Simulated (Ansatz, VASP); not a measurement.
**One calculation of Ga4Sb3P, two programs**

```xyz
8
Lattice="4.2113 0.0000 0.0000 -2.1056 3.6471 0.0000 0.0000 0.0000 13.8754" Properties=species:S:1:pos:R:3 pbc="T T T"
P     2.1056    1.2157   -0.0049
Sb    2.1056    1.2157    6.9291
Sb    0.0000    2.4314   10.5254
Sb    0.0000    2.4314    3.3313
Ga    2.1056    1.2157   11.4943
Ga    2.1056    1.2157    4.2776
Ga    0.0000    2.4314    7.8826
Ga    0.0000    2.4314    0.6596
```

Alike in both runs: task single point; functional r2SCAN; k mesh 12 × 12 × 2; occupations fermi-dirac, width 0.02 eV; no spin polarisation.

|  | VASP | Ansatz |
| --- | --- | --- |
| version | VASP 6.6.1 | Ansatz 0.2.0 |
| potentials or method | VASP PAW PBE potentials, release 64 (P, Sb, Ga_d) | plane waves, PAW |
| plane-wave cutoff (eV) | 520 | 500 |
| valence electrons in the cell | 72 | 102 |

|  | VASP | Ansatz | Ansatz less VASP |
| --- | --- | --- | --- |
| pressure (GPa) | 0.0 | -0.1 | -0.08 |
| traceless stress, the component that is largest in VASP (GPa) | 0.17 | 0.15 | -0.016 |
| rms of the force components (eV/Å) | 0.031 | 0.032 | +0.0007 |

VASP's potentials were made for PBE, not for r2SCAN. Atom by atom the forces differ by 0.003 eV/Å (rms over components). VASP's potentials hold 72 valence electrons a cell and Ansatz's 102, so a difference there can come from the potentials and not from the codes.

Neither program's run includes spin-orbit coupling.
